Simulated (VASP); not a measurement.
Set up this calculation in VASP 6.6.1, as the native input.

```yaml
Task: single point
Functional: PBE
Potentials_or_basis: VASP PAW PBE potentials, release 64 (Si, C)
Cutoff: 600 eV
k_mesh: 6 × 6 × 6
Occupations: gaussian, width 0.1 eV
Spin: no spin polarisation
Dipole_correction: no
Further_INCAR_settings: ALGO = Normal; EDIFF = 1e-06; NBANDS = 18
```

The structure of SiC4 lies in POSCAR:

```
SiC4
1.0
   -2.1933300302      2.1933300302      2.1933300302
    2.1933300302     -2.1933300302      2.1933300302
    2.1933300302      2.1933300302     -2.1933300302
Si C
1 4
Direct
    0.0000000000      0.0000000000      0.0000000000
    0.0000000000      0.0000000000      0.5000000000
    0.0000000000      0.5000000000      0.0000000000
    0.5000000000      0.0000000000      0.0000000000
    0.5000000000      0.5000000000      0.5000000000
```

These files were run (other wordings do the same):

INCAR

```
SYSTEM = SiC4
ALGO     = Normal         ! electronic algorithm
EDIFF    = 1E-6           ! SCF threshold, eV
ENCUT    = 600            ! plane-wave cutoff, eV
GGA      = PE             ! functional
GGA_COMPAT= .FALSE.      
ISIF     = 2              ! what is computed and relaxed
ISMEAR   = 0              ! smearing method
LASPH    = .TRUE.         ! aspherical terms in the spheres
LCHARG   = .TRUE.         ! write CHGCAR
LELF     = .TRUE.         ! ELF
LREAL    = .FALSE.        ! projectors in reciprocal space
LVHAR    = .TRUE.       
LWAVE    = .FALSE.        ! write WAVECAR
NBANDS   = 18             ! bands
NELM     = 120            ! most SCF steps
PREC     = Accurate       ! precision mode
SIGMA    = 0.1            ! smearing width, eV
```

KPOINTS

```
k-points
0
G
  6 6 6
  0 0 0
```

Potentials or basis: VASP PAW PBE potentials, release 64 (Si, C).

Run with:

```console
$ cat potpaw_PBE.64/Si/POTCAR potpaw_PBE.64/C/POTCAR > POTCAR
$ mpirun -np 1 vasp_std > vasp.out
```

Results of the run:

```
Pressure               : -0.7 GPa
Band gap on the k mesh : zero (band 10 reaches 8.67 eV, above the bottom of band 11 at 7.97 eV)
```

It took 9.2 s on 1 thread of Intel(R) Xeon(R) 6975P-C (Granite Rapids), on a shared host, peak memory 0.16 GiB.
